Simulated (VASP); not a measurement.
# SiMo3 in VASP: notebook, part 2 of 2

VASP 6.6.1.

## (4) Single point, PBEsol (strain -0.080 along x and y, -0.040 along z)

INCAR reads:

```
PREC = Accurate
ENCUT = 520
EDIFF = 1E-7
ISMEAR = 0
SIGMA = 0.15
LREAL = F
LASPH = T
NELM = 100
ALGO = Fast
ISIF = 2
LWAVE = F
LCHARG = F
GGA = PS
NBANDS = 56
```

KPOINTS reads:

```
regular mesh
0
Gamma
  8 8 8
```

POSCAR reads:

```
SiMo3
1.0
    4.4726583543      0.0000000000      0.0000000000
    0.0000000000      4.4726583543      0.0000000000
    0.0000000000      0.0000000000      4.6671217610
Si Mo
2 6
Direct
    0.0000000000      0.0000000000      0.0000000000
    0.5000000000      0.5000000000      0.5000000000
    0.2500000000      0.0000000000      0.5000000000
    0.5000000000      0.7500000000      0.0000000000
    0.7500000000      0.0000000000      0.5000000000
    0.5000000000      0.2500000000      0.0000000000
    0.0000000000      0.5000000000      0.7500000000
    0.0000000000      0.5000000000      0.2500000000
```

Potentials or basis: VASP PAW PBE potentials, release 64 (Si, Mo_sv).

Started as:

```
> cat potpaw_PBE.64/Si/POTCAR potpaw_PBE.64/Mo_sv/POTCAR > POTCAR
> mpirun -np 1 vasp_std > vasp.out
```

OUTCAR:

```text
PREC = Accurate
   ENCUT = 520
   EDIFF = 1E-7
   ISMEAR = 0
   LREAL = F
   LASPH = T
   NELM = 100
   ISIF = 2
   GGA = PS

 ion  position               nearest neighbor table
   1  0.000  0.000  0.000-   4 2.50   6 2.50   4 2.50   6 2.50   7 2.52   8 2.52   7 2.52   8 2.52
                             5 2.59   3 2.59   3 2.59   5 2.59
   2  0.500  0.500  0.500-   3 2.50   5 2.50   3 2.50   5 2.50   7 2.52   8 2.52   7 2.52   8 2.52
                             4 2.59   6 2.59   4 2.59   6 2.59
   3  0.250  0.000  0.500-   5 2.24   5 2.24   2 2.50   2 2.50   1 2.59   1 2.59   8 2.76   7 2.76
                             8 2.76   7 2.76   6 2.82   4 2.82   4 2.82   6 2.82
   4  0.500  0.750  0.000-   6 2.24   6 2.24   1 2.50   1 2.50   2 2.59   2 2.59   8 2.76   7 2.76
                             7 2.76   8 2.76   3 2.82   5 2.82   3 2.82   5 2.82
   5  0.750  0.000  0.500-   3 2.24   3 2.24   2 2.50   2 2.50   1 2.59   1 2.59   8 2.76   7 2.76
                             8 2.76   7 2.76   6 2.82   4 2.82   4 2.82   6 2.82
   6  0.500  0.250  0.000-   4 2.24   4 2.24   1 2.50   1 2.50   2 2.59   2 2.59   8 2.76   7 2.76
                             7 2.76   8 2.76   5 2.82   3 2.82   3 2.82   5 2.82
   7  0.000  0.500  0.750-   8 2.33   8 2.33   1 2.52   2 2.52   1 2.52   2 2.52   3 2.76   4 2.76
                             5 2.76   3 2.76   5 2.76   6 2.76   4 2.76   6 2.76
   8  0.000  0.500  0.250-   7 2.33   7 2.33   1 2.52   2 2.52   1 2.52   2 2.52   3 2.76   4 2.76
                             5 2.76   3 2.76   5 2.76   6 2.76   4 2.76   6 2.76

  LATTYP: Found a simple tetragonal cell.
 ALAT       =     4.4726583543
 C/A-ratio  =     1.0434782609

  Lattice vectors:

 A1 = (   4.4726583543,   0.0000000000,   0.0000000000)
 A2 = (   0.0000000000,   4.4726583543,   0.0000000000)
 A3 = (   0.0000000000,   0.0000000000,   4.6671217610)

Analysis of symmetry for initial positions (statically):
=====================================================================
 Subroutine PRICEL returns:
 Original cell was already a primitive cell.

 Routine SETGRP: Setting up the symmetry group for a
 simple tetragonal supercell.

 Subroutine GETGRP returns: Found 16 space group operations
 (whereof  8 operations were pure point group operations)
 out of a pool of 16 trial point group operations.

The static configuration has the point symmetry D_2h.
 The point group associated with its full space group is D_4h.

Analysis of symmetry for dynamics (positions and initial velocities):
=====================================================================
 Subroutine PRICEL returns:
 Original cell was already a primitive cell.

 Routine SETGRP: Setting up the symmetry group for a
 simple tetragonal supercell.

 Subroutine GETGRP returns: Found 16 space group operations
 (whereof  8 operations were pure point group operations)
 out of a pool of 16 trial point group operations.

The dynamic configuration has the point symmetry D_2h.
 The point group associated with its full space group is D_4h.

 Subroutine INISYM returns: Found 16 space group operations
 (whereof  8 operations are pure point group operations),
 and found     1 'primitive' translations

----------------------------------------------------------------------------------------

                                     Primitive cell

  volume of cell :      93.3642

  direct lattice vectors                    reciprocal lattice vectors
     4.472658354  0.000000000  0.000000000     0.223580681  0.000000000  0.000000000
     0.000000000  4.472658354  0.000000000     0.000000000  0.223580681  0.000000000
     0.000000000  0.000000000  4.667121761     0.000000000  0.000000000  0.214264819

[... 82 lines left out ...]
   ions per type =               2   6
   NGX,Y,Z   is equivalent  to a cutoff of  13.38, 13.38, 12.82 a.u.
   NGXF,Y,Z  is equivalent  to a cutoff of  26.76, 26.76, 25.65 a.u.
 SYSTEM =  unknown system
   PREC   = accura    normal or accurate (medium, high low for compatibility)
   ISTART =      0    job   : 0-new  1-cont  2-samecut
   ICHARG =      2    charge: 1-file 2-atom 10-const
   ISPIN  =      1    spin polarized calculation?
   LNONCOLLINEAR =      F non collinear calculations
   LSORBIT =      F    spin-orbit coupling
   LASPH  =      T    aspherical Exc in radial PAW
   ENCUT  =  520.0 eV  38.22 Ry    6.18 a.u.   8.32  8.32  8.68*2*pi/ulx,y,z
   NELM   =    100;   NELMIN=  2; NELMDL= -5     # of ELM steps
   EDIFF  = 0.1E-06   stopping-criterion for ELM
   LREAL  =      F    real-space projection
   EDIFFG = 0.1E-05   stopping-criterion for IOM
   NSW    =      0    number of steps for IOM
   IBRION =     -1    ionic relax: 0-MD 1-quasi-New 2-CG
   NFREE  =      0    steps in history (QN), initial steepest desc. (CG)
   ISIF   =      2    stress and relaxation
   ISYM   =      2    0-nonsym 1-usesym 2-fastsym
   POTIM  = 0.5000    time-step for ionic-motion
   TEBEG  =    0.0;   TEEND  =   0.0 temperature during run
   PSTRESS=    0.0 pullay stress
   NELECT =      92.0000    total number of electrons
   NUPDOWN=      -1.0000    fix difference up-down
   EMIN   =  10.00;   EMAX   =-10.00  energy-range for DOS
   EFERMI =   0.00;   METHOD = LEGACY
   ISMEAR =     0;   SIGMA  =   0.15  broadening in eV -4-tet -1-fermi 0-gaus
   EFERMI_NEDOS =   21; number of points for ismear=-14 and -15
   IALGO  =     68    algorithm
   IMIX   =      4    mixing-type and parameters
     AMIX     =   0.40;   BMIX     =  1.00
     AMIX_MAG =   1.60;   BMIX_MAG =  1.00
  volume/ion in A,a.u.               =      11.67        78.76
  Fermi-wavevector in a.u.,A,eV,Ry     =   1.629086  3.078525 36.108774  2.653920
  Thomas-Fermi vector in A             =   2.721610
   LORBIT       =      0    0 simple, 1 ext, 2 COOP (PROOUT), +10 PAW based schemes
   GGA     = PS    functional components
   LHFCALC =     F    Hartree Fock is set to
   AEXX    =    0.0000 exact exchange contribution
   IVDW    =     0    specifies the selected vdW correction
   LEPSILON=     F    determine dielectric tensor
   LRPA    =     F    only Hartree local field effects (RPA)
 non-spin polarized calculation
 RMM-DIIS sequential band-by-band and
 Gauss-broadening in eV      SIGMA  =   0.15
  energy-cutoff  :      520.00
  volume of cell :       93.36
 maximum number of plane-waves:      2545
 NGX is ok and might be reduce to    36
   NGX = 17   NGY = 17   NGZ = 17

 number of electron      91.9999999 magnetization

 Free energy of the ion-electron system (eV)
  ---------------------------------------------------
  ext. energy  EPLUGINS =         0.00000000
  ---------------------------------------------------
  free energy    TOTEN  =       -79.90241386 eV

  energy without entropy =      -79.86751681  energy(sigma->0) =      -79.88496533

 E-fermi :  16.5543     XC(G=0): -14.4769

 val. band max:       16.5096840994   @ k =   0.5000   0.0000   0.3750
 cond. band min:      16.5605253580   @ k =   0.5000   0.1250   0.1250
 fundamental gap:      0.0508412586
 Fermi energy:        16.5542741942

 k-point     1 :       0.0000    0.0000    0.0000
  band No.  band energies     occupation
      1     -44.9311      2.00000
      2     -44.7072      2.00000
      3     -44.4695      2.00000
      4     -43.9178      2.00000
      5     -43.8920      2.00000
      6     -43.8920      2.00000
[... 1405 lines left out ...]
     55      19.6647      0.00000
     56      19.9502      0.00000

 [... further k-points ...]

------------------------ aborting loop because EDIFF is reached ----------------------------------------

  FORCE on cell =-STRESS in cart. coord.  units (eV):
  Direction    XX          YY          ZZ          XY          YZ          ZX
  --------------------------------------------------------------------------------------
  -------------------------------------------------------------------------------------
  Total       57.0204180     57.0204180     40.3192999      0.0000000      0.0000000      0.0000000
  in kB      978.4990224    978.4990224    691.8994451      0.0000000      0.0000000      0.0000000
  external PRESSURE =     882.9658300 kB  Pullay stress =       0.0000000 kB

 VOLUME and BASIS-vectors are now :
 -----------------------------------------------------------------------------
  energy-cutoff  :      520.00
  volume of cell :       93.36
      direct lattice vectors                 reciprocal lattice vectors
     4.472658354  0.000000000  0.000000000     0.223580681  0.000000000  0.000000000
     0.000000000  4.472658354  0.000000000     0.000000000  0.223580681  0.000000000
     0.000000000  0.000000000  4.667121761     0.000000000  0.000000000  0.214264819

 POSITION                                       TOTAL-FORCE (eV/Angst)
 -----------------------------------------------------------------------------------
      0.00000      0.00000      0.00000        -0.000000     -0.000000      0.000000
      2.23633      2.23633      2.33356        -0.000000     -0.000000      0.000000
      1.11816      0.00000      2.33356        -0.014319     -0.000000      0.000000
      2.23633      3.35449      0.00000        -0.000000     -0.014319     -0.000000
      3.35449      0.00000      2.33356         0.014319     -0.000000      0.000000
      2.23633      1.11816      0.00000        -0.000000      0.014319      0.000000
      0.00000      2.23633      3.50034        -0.000000      0.000000      0.000000
      0.00000      2.23633      1.16678        -0.000000      0.000000      0.000000
 -----------------------------------------------------------------------------------
    total drift:                                0.000000      0.000000     -0.000000

  FREE ENERGIE OF THE ION-ELECTRON SYSTEM (eV)
  ---------------------------------------------------
  free  energy   TOTEN  =       -79.9024138556 eV

  energy  without entropy=      -79.8675168136  energy(sigma->0) =      -79.88496533
```

It took 11 min on 1 thread of Intel Xeon 8259CL, shared host; peak memory 0.4 GiB.

What came out:

| Quantity | Value |
| --- | --- |
| Free energy | -79.9024 eV |
| Pressure | 88.3 GPa |
| Largest force | 0.014 eV/Å |
| Band gap on the k mesh | zero (bands 46 and 47 overlap by 2.51 eV) |

Forces in eV/Å, atoms in the order of the input:
```
Si   0.000  0.000  0.000
Si   0.000  0.000  0.000
Mo  -0.014  0.000  0.000
Mo   0.000 -0.014  0.000
Mo   0.014  0.000  0.000
Mo   0.000  0.014  0.000
Mo   0.000  0.000  0.000
Mo   0.000  0.000  0.000
```

Stress tensor (GPa, compression positive):
```
97.85  0.00  0.00
 0.00 97.85  0.00
 0.00  0.00 69.19
```

Caveat: the cell differs from its parent crystal (strain -0.080 along x and y, -0.040 along z); the stress differs along the axes, from 69 to 98 GPa; the PAW data sets were made with another functional, which shifts forces and pressure a little.

## (5) Overview

| cell | further INCAR settings | gap on the mesh (eV) | pressure (GPa) |
| --- | --- | --- | --- |
| a = 4.473 Å, 8 atoms | ALGO = Fast; EDIFF = 1e-06; NBANDS = 56 | none | 114.9 |
| a = 5.251 Å, 8 atoms | ALGO = Fast; EDIFF = 1e-06; NBANDS = 56 | none | -37.0 |
| a = 4.473, b = 4.473, c = 4.667 Å, 8 atoms | ALGO = Fast; EDIFF = 1e-07; NBANDS = 56 | none | 88.3 |

Alike in all rows: task single point; level PBEsol; potentials or basis VASP PAW PBE potentials, release 64 (Si, Mo_sv); no spin polarisation; k mesh 8 × 8 × 8; cutoff (eV) 520; smearing gaussian 0.15 eV.

Caveats: the PAW data sets were made with another functional, which shifts forces and pressure a little; the cell stands under pressure (at least some runs); the cell stands under tension (at least some runs); the stress differs along the axes, from 69 to 98 GPa (at least some runs).

Absolute energies hang on the potentials; compare differences alone.

The gap in the log of VASP goes by the Fermi energy; the results here count the filled bands.